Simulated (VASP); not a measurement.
# N: single point with PBE+D3(BJ)

N:

```
CELL_PARAMETERS angstrom
8.86210 0.00000 0.00000
0.00000 8.86210 0.00000
0.00000 0.00000 8.86210
ATOMIC_POSITIONS crystal
N 0.24480 0.33331 0.28459
N 0.21971 0.44930 0.24957
N 0.80377 0.00142 0.22598
N 0.76304 0.88450 0.24393
N 0.80051 0.53389 0.46412
N 0.73615 0.54871 0.35776
N 0.08862 0.83926 0.52230
N 0.17063 0.93218 0.50906
N 0.79408 0.91322 0.93047
N 0.79055 0.90202 0.80622
N 0.45925 0.80201 0.20135
N 0.36464 0.81011 0.28436
N 0.70695 0.18737 0.72151
N 0.81948 0.24947 0.71509
N 0.86355 0.46369 0.97828
N 0.81626 0.57664 0.99050
N 0.59881 0.25348 0.07368
N 0.54432 0.28530 0.17957
N 0.53736 0.91184 0.54848
N 0.64886 0.96003 0.50394
N 0.51512 0.54695 0.85481
N 0.40123 0.58207 0.81287
N 0.11909 0.88512 0.05193
N 0.15491 0.99748 0.00376
```

* Program: VASP 6.6.1
* Task: single point
* Functional: PBE
* Dispersion: D3(BJ)
* Potentials or basis: VASP PAW PBE potentials, release 64 (N)
* Cutoff: 520 eV
* k mesh: 1 × 1 × 1
* Occupations: fermi-dirac, width 0.05 eV
* Spin: no spin polarisation
* Dipole correction: no
* Further INCAR settings: LREAL = Auto; ALGO = Normal; EDIFF = 1e-06; NBANDS = 78

- Pressure: 0.5 GPa
- Largest force: 4.830 eV/Å
- Dispersion energy per atom: -0.044 eV

Forces in eV/Å, atoms in the order of the input:
```
N    0.368 -2.498  0.802
N   -0.580  2.524 -0.754
N    0.291  0.497  0.042
N    0.146 -0.432  0.066
N    0.293 -0.045  0.489
N   -0.297  0.017 -0.445
N   -0.918 -0.982  0.176
N    0.729  1.069 -0.016
N   -0.018  0.056  0.529
N    0.082 -0.336 -0.937
N   -0.661 -0.023  0.315
N    0.635 -0.184 -0.604
N    3.213  2.150 -0.172
N   -3.221 -1.770  0.103
N    1.521 -3.346 -0.292
N   -1.292  3.340  0.412
N    1.422 -0.912 -2.905
N   -1.315  0.834  2.875
N    3.836  1.605 -1.499
N   -4.121 -1.619  1.931
N   -0.998  0.257 -0.395
N    0.851 -0.234  0.322
N    0.645  2.009 -0.894
N   -0.611 -1.977  0.852
```

Stress tensor (GPa, compression positive):
```
-1.03 -1.25  0.16
-1.25  1.06  0.53
 0.16  0.53  1.58
```

Levels at points of the mesh, in eV from the Fermi level:
```tsv
k point	band 58	band 59	band 60	band 61	band 62	band 63
(0.00, 0.00, 0.00)	-1.47	-1.30	-1.26	5.46	5.67	5.75
```

It took 2.4 min on 1 thread of AMD EPYC 7R43 64-Core Processor (Zen 3) (shared host), peak memory 0.56 GiB.

Caveat: the k points lie up to 0.71 Å⁻¹ apart; the standard files for N, O and F lose accuracy on very short bonds.
